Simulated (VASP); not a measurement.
Input of a VASP 6.6.1 run:

Contents of INCAR:

```
PREC = Accurate
ENCUT = 520
EDIFF = 1E-6
ISMEAR = 0
SIGMA = 0.15
LREAL = False
LASPH = True
NELM = 100
ALGO = Fast
ISIF = 2
LWAVE = False
LCHARG = False
GGA = CA
NBANDS = 11
```

Contents of KPOINTS:

```
Automatic mesh
0
Gamma
  22 22 22
```

Contents of POSCAR:

```
Pt
1.0
   -1.7321699635      1.5361780289      1.5361780289
    1.5361780289     -1.7321699635      1.5361780289
    1.5361780289      1.5361780289     -1.7321699635
Pt
1
Direct
    0.0000000000      0.0000000000      0.0000000000
```

Potentials or basis: VASP PAW LDA potentials, release 64 (Pt).

Run with:

```console
$ cat potpaw_LDA.64/Pt/POTCAR > POTCAR
$ mpirun -np 1 vasp_std > vasp.out
```

Q: Estimate the pressure.

A: 38.5 GPa.

Q: Predict the band gap on the k mesh.

A: Zero (bands 5 and 6 overlap by 4.44 eV).

Stress tensor (GPa, compression positive):
```
38.53 41.61 41.61
41.61 38.53 41.61
41.61 41.61 38.53
```

Caveat: the cell stands under pressure; spin-orbit coupling is left out, which moves the levels of the heavy elements.
